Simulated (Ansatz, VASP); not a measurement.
**Two plane-wave programs on InSb**

```xyz
2
Lattice="0.0000 3.3177 3.3177 3.3177 0.0000 3.3177 3.3177 3.3177 0.0000" Properties=species:S:1:pos:R:3 pbc="T T T"
In    0.0000    0.0000    0.0000
Sb    1.6588    1.6588    1.6588
```

Alike in both runs: functional PBE; k mesh 9 × 9 × 9; occupations fermi-dirac, width 0.1 eV; no spin polarisation.

Ansatz relaxed the structure, and its values are those at the end. VASP's run is a single point on that final structure, the one shown.

|  | VASP | Ansatz |
| --- | --- | --- |
| version | VASP 6.6.1 | Ansatz 0.2.0 |
| potentials or method | VASP PAW PBE potentials, release 64 (In_d, Sb), cutoff 520 eV | PAW plane waves |
| valence electrons in the cell | 18 | 28 |

```tsv
	VASP	Ansatz	Ansatz less VASP
gap on the k mesh at the Fermi level (eV)	none	none	-
pressure (GPa)	0.0	0.0	+0.03
```

A gap of «none» marks a metal or a gap that the smearing closes. VASP's potentials hold 18 valence electrons a cell and Ansatz's 28, so a difference there can come from the potentials and not from the codes.

Spin-orbit coupling is off throughout.
